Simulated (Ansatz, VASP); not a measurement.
## AlCo in VASP and in Ansatz

Contents of INCAR:

```
SYSTEM = AlCo
  PREC = Accurate
  ENCUT = 520
  EDIFF = 1E-7
  ISMEAR = 0
  SIGMA = 0.15
  LREAL = .FALSE.
  LASPH = .TRUE.
  NELM = 80
  ALGO = Normal
  ISIF = 2
  LWAVE = .FALSE.
  LCHARG = .FALSE.
  GGA = PS
  NBANDS = 13
```

File KPOINTS:

```
Automatic mesh
0
G
  16 16 16
  0 0 0
```

File POSCAR:

```
AlCo
1.0
    2.7348211137      0.0000000000      0.0000000000
    0.0000000000      2.7348211137      0.0000000000
    0.0000000000      0.0000000000      2.7771121618
Al Co
1 1
Direct
    0.0000000000      0.0000000000      0.0000000000
    0.5000000000      0.5000000000      0.5000000000
```

Input for Ansatz:

```yaml
crystal:
  lattice:
    - [2.7348211137, 0.0, 0.0]
    - [0.0, 2.7348211137, 0.0]
    - [0.0, 0.0, 2.7771121618]
  atoms:
    - { symbol: Al, position: [0.0, 0.0, 0.0] }
    - { symbol: Co, position: [0.5, 0.5, 0.5] }
basis:
  ecutwfc: 420
kpoints:
  mp_grid: { grid: [16, 16, 16] }
hamiltonian:
  xc: pbesol
scf:
  occupations: { method: gaussian, width: 0.15 }
output:
  forces: true
  stress: true
  eigenvalues: true
  write_density: true
  write_potential: true
  elf: true
  volumetric_format: npy
```

Change from the starting cell: strain -0.030 along x and y, -0.015 along z, atoms carried along.

Alike in both runs: task single point; functional PBEsol; k mesh 16 × 16 × 16; occupations gaussian, width 0.15 eV; no spin polarisation.

|  | VASP | Ansatz |
| --- | --- | --- |
| version | VASP 6.6.1 | Ansatz 0.2.0 |
| potentials or method | VASP PAW PBE potentials, release 64 (Al, Co), cutoff 520 eV | scalar-relativistic, plane waves, PAW |
| valence electrons in the cell | 12 | 20 |

|  | VASP | Ansatz | Ansatz less VASP |
| --- | --- | --- | --- |
| gap on the k mesh at the Fermi level (eV) | none | none | - |
| pressure (GPa) | 18.4 | 18.3 | -0.12 |
| traceless stress, the component that is largest in VASP (GPa) | -2.18 | -2.19 | -0.010 |

VASP's potentials were made for PBE, not for PBEsol. A gap of «none» marks a metal or a gap that the smearing closes. With one functional, cell and mesh, what is left measures potentials, basis and numerics. VASP's potentials hold 12 valence electrons a cell and Ansatz's 20, so a difference there can come from the potentials and not from the codes.
